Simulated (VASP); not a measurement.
Set up this calculation in VASP 6.6.1, as the native input.

```
Task                   : single point
Functional             : LDA
Potentials or basis    : VASP PAW LDA potentials, release 64 (Ni_sv_GW, O)
Cutoff                 : 700 eV
k mesh                 : 8 × 8 × 8
Occupations            : gaussian, width 0.05 eV
Spin                   : collinear spin, antiferromagnetic start
Starting moments       : [1.74, -1.74, 0.0, 0.0] μB
Hubbard terms          : Ni d U = 5.0 eV, J = 0.9 eV
Dipole correction      : no
LDAUTYPE               : 1
Hund's J               : 0.9
Further INCAR settings : ALGO = Normal; EDIFF = 1e-06; NBANDS = 36
```

The structure of NiO lies in POSCAR:

```
NiO
1.0
    0.0000000000      2.0913095100      2.0913095100
    2.0913095100      0.0000000000      2.0913095100
    4.1826190200      4.1826190200      0.0000000000
Ni O
2 2
Direct
    0.0000000000      0.0000000000      0.0000000000
    0.0000000000      0.0000000000      0.5000000000
    0.5000000000      0.5000000000      0.2500000000
    0.5000000000      0.5000000000      0.7500000000
```

One way to write it, as run:

INCAR

```
SYSTEM = NiO
  PREC = Accurate
  ENCUT = 700
  EDIFF = 1E-6
  ISMEAR = 0
  SIGMA = 0.05
  LREAL = .False.
  LASPH = .True.
  NELM = 200
  ALGO = Normal
  ISIF = 2
  LWAVE = .False.
  LCHARG = .False.
  ISPIN = 2
  MAGMOM = 1.74 -1.74 0 0
  LORBIT = 11
  LMAXMIX = 4
  LDAU = .True.
  LDAUTYPE = 1
  LDAUL = 2 -1
  LDAUU = 5 0
  LDAUJ = 0.9 0
  LDAUPRINT = 1
  NBANDS = 36
  GGA_COMPAT = .False.
```

KPOINTS

```
regular mesh
0
Gamma
  8 8 8
  0 0 0
```

Potentials or basis: VASP PAW LDA potentials, release 64 (Ni_sv_GW, O).

The run is started by

```sh
$ cat potpaw_LDA.64/Ni_sv_GW/POTCAR potpaw_LDA.64/O/POTCAR > POTCAR
$ mpirun -np 1 vasp_std > vasp.out
```

It gave:

```json
{
  "Pressure": "-12.7 GPa",
  "Band gap on the k mesh": "2.78 eV",
  "Net moment": "0.00 μB per cell",
  "Site moments": "Ni +1.63, -1.63; O +0.00 μB",
  "Valence electrons inside the program's atomic spheres": "Ni 16.15; O 4.98"
}
```

Caveat: the cell stands under tension.

Run time: 7.5 min on 1 thread of Intel(R) Xeon(R) Platinum 8259CL CPU @ 2.50GHz (Skylake/Cascade Lake), on a shared host, peak memory 0.32 GiB.
